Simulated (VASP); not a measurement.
**PN: single point with PBE**

The system is PN.

```
CELL_PARAMETERS angstrom
-4.39510 4.39510 1.77382
4.39510 -4.39510 1.77382
4.39510 4.39510 -1.77382
ATOMIC_POSITIONS crystal
P 0.61133 0.61133 0.22267
P 0.38867 0.38867 0.77733
P 0.36133 0.63867 0.50000
P 0.13867 0.86133 0.50000
N 0.81004 0.81004 0.00000
N 0.56004 0.06004 0.50000
N 0.18996 0.18996 0.00000
N 0.93996 0.43996 0.50000
```

The cell was built from a structure type or drawn by symmetry, and may not be a known phase.

```json
{"Program": "VASP 6.6.1", "Task": "single point", "Functional": "PBE", "Potentials or basis": "VASP PAW PBE potentials, release 64 (P, N)", "Cutoff": "520 eV", "k mesh": "12 × 12 × 12", "Occupations": "gaussian, width 0.1 eV", "Spin": "no spin polarisation", "Dipole correction": "no", "Further INCAR settings": "ALGO = Normal; EDIFF = 1e-07; NBANDS = 30"}
```

```
Pressure               : -0.4 GPa
Largest force          : 0.175 eV/Å
Band gap on the k mesh : zero (bands 20 and 21 overlap by 1.40 eV)
```

Forces on the atoms (eV/Å):
```
P   -0.124 -0.124  0.000
P    0.124  0.124  0.000
P    0.124 -0.124  0.000
P   -0.124  0.124  0.000
N    0.000  0.000 -0.118
N    0.000  0.000 -0.118
N    0.000  0.000  0.118
N    0.000  0.000  0.118
```

Levels at points of the mesh, in eV from the Fermi level:
```
           k point  band 16  band 17  band 18  band 19  band 20  band 21  band 22  band 23  band 24  band 25
(0.00, 0.00, 0.00)    -4.16    -3.25    -0.31    -0.31     1.12     1.12     1.14     1.43     2.74     3.48
(0.50, 0.00, 0.00)    -4.68    -3.54    -3.19    -1.59    -0.65    -0.18     0.45     2.72     3.14     3.30
(0.50, 0.50, 0.00)    -3.06    -2.24    -0.47    -0.27    -0.07     1.00     1.67     1.84     2.38     3.36
(0.50, 0.50, 0.50)    -1.95    -1.55    -0.30    -0.30    -0.29    -0.22     1.65     1.77     1.77     2.80
```

It took 9.8 min on 1 thread of Intel(R) Xeon(R) 6975P-C (Granite Rapids) (shared host), peak memory 0.65 GiB.
